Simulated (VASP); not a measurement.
# Mg (Fm-3m) in VASP: notebook

Mg is run at these levels: RPBE; tasks: single point.

Program: VASP 6.6.1. These are calculated values, not measurements. Logs are shortened: lines on timing, memory, paths and dates and some standing lists are left out, and cuts for length are marked.

### 1 The cell of the first run

It takes space group Fm-3m (No. 225, cubic). The conventional cell has a = 4.381 Å, b = 4.381 Å, c = 4.381 Å, α = 90.00°, β = 90.00°, γ = 90.00°. Within 4.1 Å of Mg (site symmetry m-3m) lie 12 Mg at 3.10 Å.

### 2 Single point, RPBE (volume scaled by 0.88)

INCAR reads:

```
  PREC = Accurate
  ENCUT = 520
  EDIFF = 1E-6
  ISMEAR = -1
  SIGMA = 0.1
  LREAL = False
  LASPH = True
  NELM = 80
  ALGO = Normal
  ISIF = 2
  LWAVE = False
  LCHARG = False
  GGA = RP
  NBANDS = 7
```

KPOINTS reads:

```
Automatic mesh
0
Gamma
  13 13 13
```

POSCAR reads:

```
Mg
1.0
    0.0000000000      2.1904935051      2.1904935051
    2.1904935051      0.0000000000      2.1904935051
    2.1904935051      2.1904935051      0.0000000000
Mg
1
Direct
    0.0000000000      0.0000000000      0.0000000000
```

Potentials or basis: VASP PAW PBE potentials, release 64 (Mg).

Command:

```console
$ cat potpaw_PBE.64/Mg/POTCAR > POTCAR
$ mpirun -np 1 vasp_std > vasp.out
```

OUTCAR:

```text
PREC = Accurate
   ENCUT = 520
   EDIFF = 1E-6
   ISMEAR = -1
   LREAL = False
   LASPH = True
   NELM = 80
   ISIF = 2
   GGA = RP

 ion  position               nearest neighbor table
   1  0.000  0.000  0.000-

  LATTYP: Found a face centered cubic cell.
 ALAT       =     4.3809870102

  Lattice vectors:

 A1 = (   0.0000000000,   2.1904935051,   2.1904935051)
 A2 = (   2.1904935051,   0.0000000000,   2.1904935051)
 A3 = (   2.1904935051,   2.1904935051,   0.0000000000)

Analysis of symmetry for initial positions (statically):
=====================================================================
 Subroutine PRICEL returns:
 Original cell was already a primitive cell.

 Routine SETGRP: Setting up the symmetry group for a
 face centered cubic supercell.

 Subroutine GETGRP returns: Found 48 space group operations
 (whereof 48 operations were pure point group operations)
 out of a pool of 48 trial point group operations.

The static configuration has the point symmetry O_h .

Analysis of symmetry for dynamics (positions and initial velocities):
=====================================================================
 Subroutine PRICEL returns:
 Original cell was already a primitive cell.

 Routine SETGRP: Setting up the symmetry group for a
 face centered cubic supercell.

 Subroutine GETGRP returns: Found 48 space group operations
 (whereof 48 operations were pure point group operations)
 out of a pool of 48 trial point group operations.

The dynamic configuration has the point symmetry O_h .

 Subroutine INISYM returns: Found 48 space group operations
 (whereof 48 operations are pure point group operations),
 and found     1 'primitive' translations

----------------------------------------------------------------------------------------

                                     Primitive cell

  volume of cell :      21.0211

  direct lattice vectors                    reciprocal lattice vectors
     0.000000000  2.190493505  2.190493505    -0.228259065  0.228259065  0.228259065
     2.190493505  0.000000000  2.190493505     0.228259065 -0.228259065  0.228259065
     2.190493505  2.190493505  0.000000000     0.228259065  0.228259065 -0.228259065

  length of vectors
     3.097825623  3.097825623  3.097825623     0.395356298  0.395356298  0.395356298

  position of ions in fractional coordinates (direct lattice)
     0.000000000  0.000000000  0.000000000

  ion indices of the primitive-cell ions
   primitive index   ion index
                 1           1

----------------------------------------------------------------------------------------

 KPOINTS: Automatic mesh

Automatic generation of k-mesh.
 Grid dimensions read from file:
 generate k-points for:   13   13   13

 Generating k-lattice:

  Cartesian coordinates                     Fractional coordinates (reciprocal lattice)
    -0.017558390  0.017558390  0.017558390     0.076923077  0.000000000  0.000000000
     0.017558390 -0.017558390  0.017558390     0.000000000  0.076923077  0.000000000
     0.017558390  0.017558390 -0.017558390     0.000000000  0.000000000  0.076923077

  Length of vectors
     0.030412023  0.030412023  0.030412023

  Shift w.r.t. Gamma in fractional coordinates (k-lattice)
     0.000000000  0.000000000  0.000000000

 Subroutine IBZKPT returns following result:
 ===========================================

 Found     84 irreducible k-points:

 Following reciprocal coordinates:
            Coordinates               Weight
  0.000000  0.000000  0.000000      1.000000
  0.076923  0.000000  0.000000      8.000000
  0.153846  0.000000  0.000000      8.000000
  0.230769  0.000000  0.000000      8.000000
  0.307692  0.000000  0.000000      8.000000
  0.384615  0.000000  0.000000      8.000000
[... 16 lines left out ...]
  0.384615  0.153846  0.000000     24.000000
  0.461538  0.153846  0.000000     24.000000
 [... further k-points ...]
   k-points           NKPTS =     84   k-points in BZ     NKDIM =     84   number of bands    NBANDS=      7
   number of dos      NEDOS =    301   number of ions     NIONS =      1
   total plane-waves  NPLWV =  13824
   dimension x,y,z NGX =    24 NGY =   24 NGZ =   24
   dimension x,y,z NGXF=    48 NGYF=   48 NGZF=   48
   ions per type =               1
   NGX,Y,Z   is equivalent  to a cutoff of  12.88, 12.88, 12.88 a.u.
   NGXF,Y,Z  is equivalent  to a cutoff of  25.76, 25.76, 25.76 a.u.
 SYSTEM =  unknown system
   PREC   = accura    normal or accurate (medium, high low for compatibility)
   ISTART =      0    job   : 0-new  1-cont  2-samecut
   ICHARG =      2    charge: 1-file 2-atom 10-const
   ISPIN  =      1    spin polarized calculation?
   LNONCOLLINEAR =      F non collinear calculations
   LSORBIT =      F    spin-orbit coupling
   LASPH  =      T    aspherical Exc in radial PAW
   ENCUT  =  520.0 eV  38.22 Ry    6.18 a.u.   5.76  5.76  5.76*2*pi/ulx,y,z
   NELM   =     80;   NELMIN=  2; NELMDL= -5     # of ELM steps
   EDIFF  = 0.1E-05   stopping-criterion for ELM
   LREAL  =      F    real-space projection
   EDIFFG = 0.1E-04   stopping-criterion for IOM
   NSW    =      0    number of steps for IOM
   IBRION =     -1    ionic relax: 0-MD 1-quasi-New 2-CG
   NFREE  =      0    steps in history (QN), initial steepest desc. (CG)
   ISIF   =      2    stress and relaxation
   ISYM   =      2    0-nonsym 1-usesym 2-fastsym
   POTIM  = 0.5000    time-step for ionic-motion
   TEBEG  =    0.0;   TEEND  =   0.0 temperature during run
   PSTRESS=    0.0 pullay stress
   NELECT =       2.0000    total number of electrons
   NUPDOWN=      -1.0000    fix difference up-down
   EMIN   =  10.00;   EMAX   =-10.00  energy-range for DOS
   EFERMI =   0.00;   METHOD = LEGACY
   ISMEAR =    -1;   SIGMA  =   0.10  broadening in eV -4-tet -1-fermi 0-gaus
   EFERMI_NEDOS =   21; number of points for ismear=-14 and -15
   IALGO  =     38    algorithm
   IMIX   =      4    mixing-type and parameters
     AMIX     =   0.40;   BMIX     =  1.00
     AMIX_MAG =   1.60;   BMIX_MAG =  1.00
  volume/ion in A,a.u.               =      21.02       141.86
  Fermi-wavevector in a.u.,A,eV,Ry     =   0.747365  1.412315  7.599598  0.558555
  Thomas-Fermi vector in A             =   1.843403
   LORBIT       =      0    0 simple, 1 ext, 2 COOP (PROOUT), +10 PAW based schemes
   GGA     = RP    functional components
   LHFCALC =     F    Hartree Fock is set to
   AEXX    =    0.0000 exact exchange contribution
   IVDW    =     0    specifies the selected vdW correction
   LEPSILON=     F    determine dielectric tensor
   LRPA    =     F    only Hartree local field effects (RPA)
 non-spin polarized calculation
  energy-cutoff  :      520.00
  volume of cell :       21.02
 maximum number of plane-waves:       578
   NGX = 11   NGY = 11   NGZ = 11

 number of electron       2.0000000 magnetization

 Free energy of the ion-electron system (eV)
  ---------------------------------------------------
  ext. energy  EPLUGINS =         0.00000000
  ---------------------------------------------------
  free energy    TOTEN  =        -1.29421877 eV

  energy without entropy =       -1.28047256  energy(sigma->0) =       -1.28734566

 E-fermi :   3.1876     XC(G=0):  -8.6649

 val. band max:        3.1414838595   @ k =  -0.3077   0.3846   0.0769
 cond. band min:       3.3025420042   @ k =   0.4615   0.0769   0.0000
 fundamental gap:      0.1610581446
 Fermi energy:         3.1876406810

 k-point     1 :       0.0000    0.0000    0.0000
  band No.  band energies     occupation
      1      -4.1011      2.00000
      2      16.1523      0.00000
      3      16.1523      0.00000
      4      16.1523      0.00000
      5      18.4766      0.00000
      6      18.6323      0.00000
      7      18.6323      0.00000

 k-point     2 :       0.0769    0.0000    0.0000
  band No.  band energies     occupation
      1      -3.9616      2.00000
      2      14.2422      0.00000
      3      15.9021      0.00000
      4      15.9021      0.00000
      5      18.3609      0.00000
      6      19.1104      0.00000
      7      19.1104      0.00000

 k-point     3 :       0.1538    0.0000    0.0000
  band No.  band energies     occupation
      1      -3.5443      2.00000
      2      11.5939      0.00000
      3      15.4623      0.00000
      4      15.4623      0.00000
      5      17.9283      0.00000
      6      20.0979      0.00000
      7      20.0979      0.00000

 k-point     4 :       0.2308    0.0000    0.0000
  band No.  band energies     occupation
      1      -2.8532      2.00000
      2       9.0388      0.00000
      3      15.1091      0.00000
      4      15.1091      0.00000
      5      17.5280      0.00000
      6      18.8853      0.00000
      7      18.8853      0.00000

 k-point     5 :       0.3077    0.0000    0.0000
  band No.  band energies     occupation
      1      -1.8951      2.00000
      2       6.6635      0.00000
      3      14.9166      0.00000
      4      14.9166      0.00000
      5      17.2854      0.00000
      6      17.7552      0.00000
      7      17.7552      0.00000
[... 161 lines left out ...]
 k-point    22 :       0.3077    0.1538    0.0000
  band No.  band energies     occupation
      1      -2.0766      2.00000
      2       8.6050      0.00000
      3      12.8206      0.00000
      4      13.1028      0.00000
      5      14.5192      0.00000
      6      18.4373      0.00000
      7      21.5555      0.00000

 k-point    23 :       0.3846    0.1538    0.0000
  band No.  band energies     occupation
      1      -1.0377      2.00000
      2       6.3401      0.00000
      3      12.2454      0.00000
      4      12.7100      0.00000
      5      14.2653      0.00000
      6      20.0990      0.00000
      7      20.5025      0.00000

 k-point    24 :       0.4615    0.1538    0.0000
  band No.  band energies     occupation
      1       0.2499      2.00000
      2       4.2761      0.00004
      3      11.4520      0.00000
      4      12.8264      0.00000
      5      14.3255      0.00000
      6      19.6293      0.00000
      7      21.4164      0.00000

 [... further k-points ...]

------------------------ aborting loop because EDIFF is reached ----------------------------------------

  FORCE on cell =-STRESS in cart. coord.  units (eV):
  Direction    XX          YY          ZZ          XY          YZ          ZX
  --------------------------------------------------------------------------------------
  -------------------------------------------------------------------------------------
  Total        0.7000046      0.7000046      0.7000046     -0.0000000     -0.0000000     -0.0000000
  in kB       53.3526004     53.3526004     53.3526004     -0.0000000     -0.0000000     -0.0000000
  external PRESSURE =      53.3526004 kB  Pullay stress =       0.0000000 kB

 VOLUME and BASIS-vectors are now :
 -----------------------------------------------------------------------------
  energy-cutoff  :      520.00
  volume of cell :       21.02
      direct lattice vectors                 reciprocal lattice vectors
     0.000000000  2.190493505  2.190493505    -0.228259065  0.228259065  0.228259065
     2.190493505  0.000000000  2.190493505     0.228259065 -0.228259065  0.228259065
     2.190493505  2.190493505  0.000000000     0.228259065  0.228259065 -0.228259065

 POSITION                                       TOTAL-FORCE (eV/Angst)
 -----------------------------------------------------------------------------------
      0.00000      0.00000      0.00000         0.000000      0.000000      0.000000
 -----------------------------------------------------------------------------------
    total drift:                               -0.000000      0.000000      0.000000

  FREE ENERGIE OF THE ION-ELECTRON SYSTEM (eV)
  ---------------------------------------------------
  free  energy   TOTEN  =        -1.2942187663 eV

  energy  without entropy=       -1.2804725594  energy(sigma->0) =       -1.28734566
```

Wall time 11 s (1 thread of Intel Xeon Platinum 8375C at 2.90GHz (Ice Lake), shared host); peak memory 0.14 GiB.

What came out:

```
Free energy            : -1.2942 eV
Pressure               : 5.3 GPa
Band gap on the k mesh : zero (band 1 reaches 4.02 eV, above the bottom of band 2 at 2.19 eV)
```

Caveat: the cell differs from its parent crystal (volume scaled by 0.88); the PAW data sets were made with another functional, which shifts forces and pressure a little.

### 3 Single point, RPBE

This run uses another cell than the first one, of 23.89 Å³/atom, 1.136 times its volume.

INCAR reads:

```
PREC = Accurate
ENCUT = 520
EDIFF = 1E-6
ISMEAR = -1
SIGMA = 0.1
LREAL = F
LASPH = T
NELM = 60
ALGO = Normal
ISIF = 2
LWAVE = F
LCHARG = F
GGA = RP
NBANDS = 7
```

KPOINTS is that of step 2.

POSCAR reads:

```
Mg
1.0
    0.0000000000      2.2858500929      2.2858500929
    2.2858500929      0.0000000000      2.2858500929
    2.2858500929      2.2858500929      0.0000000000
Mg
1
Direct
    0.0000000000      0.0000000000      0.0000000000
```

Potentials or basis: VASP PAW PBE potentials, release 64 (Mg).

Command:

```console
$ cat potpaw_PBE.64/Mg/POTCAR > POTCAR
$ mpirun -np 1 vasp_std > vasp.out
```

Run time: 11 s. Hardware: 1 thread of Intel Xeon Platinum 8375C at 2.90GHz (Ice Lake), shared host; peak memory 0.14 GiB.

Results (log left out):

* Free energy: -1.3357 eV
* Pressure: -0.2 GPa
* Band gap on the k mesh: zero (band 1 reaches 3.31 eV, above the bottom of band 2 at 1.51 eV)

Levels at points of the mesh, in eV from the Fermi level:
| k point | band 1 | band 2 | band 3 | band 4 |
| --- | --- | --- | --- | --- |
| (0.00, 0.00, 0.00) | -6.75 | 12.13 | 12.13 | 12.13 |

Caveat: the PAW data sets were made with another functional, which shifts forces and pressure a little.
